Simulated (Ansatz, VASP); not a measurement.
**Two plane-wave programs on Zn3Cl**

INCAR

```
PREC     = Accurate       # precision mode
ENCUT    = 520            # plane-wave cutoff, eV
EDIFF    = 1E-7           # SCF threshold, eV
ISMEAR   = 0              # smearing method
SIGMA    = 0.1            # smearing width, eV
LREAL    = False          # projectors in reciprocal space
LASPH    = True           # aspherical terms in the spheres
NELM     = 60             # most SCF steps
ALGO     = Normal         # electronic algorithm
ISIF     = 2              # what is computed and relaxed
LWAVE    = False          # write WAVECAR
LCHARG   = False          # write CHGCAR
GGA      = PE             # functional
NBANDS   = 30             # bands
```

File KPOINTS:

```
Automatic mesh
0
Gamma
  4 4 4
```

Contents of POSCAR:

```
Zn3Cl
1.0
    4.1000154300      0.0000000000      0.0000000000
    0.0000000000      4.1000154300      0.0000000000
    0.0000000000      0.0000000000      4.1000154300
Zn Cl
3 1
Direct
    0.0000000000      0.5000000000      0.5000000000
    0.5000000000      0.0000000000      0.5000000000
    0.5000000000      0.5000000000      0.0000000000
    0.0000000000      0.0000000000      0.0000000000
```

Input for Ansatz:

```yaml
crystal:
  lattice:
    - [4.10001543, 0.0, 0.0]
    - [0.0, 4.10001543, 0.0]
    - [0.0, 0.0, 4.10001543]
  atoms:
    - { symbol: Zn, position: [0.0, 0.5, 0.5] }
    - { symbol: Zn, position: [0.5, 0.0, 0.5] }
    - { symbol: Zn, position: [0.5, 0.5, 0.0] }
    - { symbol: Cl, position: [0.0, 0.0, 0.0] }
basis:
  ecutwfc: 420
kpoints:
  mp_grid: { grid: [4, 4, 4] }
hamiltonian:
  xc: pbe
scf:
  occupations: { method: gaussian, width: 0.1 }
  lower_state_search: "off"
output:
  forces: true
  stress: true
  eigenvalues: true
```

Change from the starting cell: species swapped into the TiPd3 type (Pm-3m, No. 221).

Alike in both runs: task single point; functional PBE; k mesh 4 × 4 × 4; occupations gaussian, width 0.1 eV; no spin polarisation.

|  | VASP | Ansatz |
| --- | --- | --- |
| version | VASP 6.6.1 | Ansatz 0.2.0 |
| potentials or method | VASP PAW PBE potentials, release 64 (Zn, Cl), cutoff 520 eV | scalar-relativistic, plane waves, PAW |
| valence electrons in the cell | 43 | 43 |

|  | VASP | Ansatz | Ansatz less VASP |
| --- | --- | --- | --- |
| gap on the k mesh at the Fermi level (eV) | none | none | - |
| pressure (GPa) | 6.5 | 6.3 | -0.14 |

A gap of «none» marks a metal or a gap that the smearing closes.

The k mesh is coarse, so the values compare programs but aren't converged.
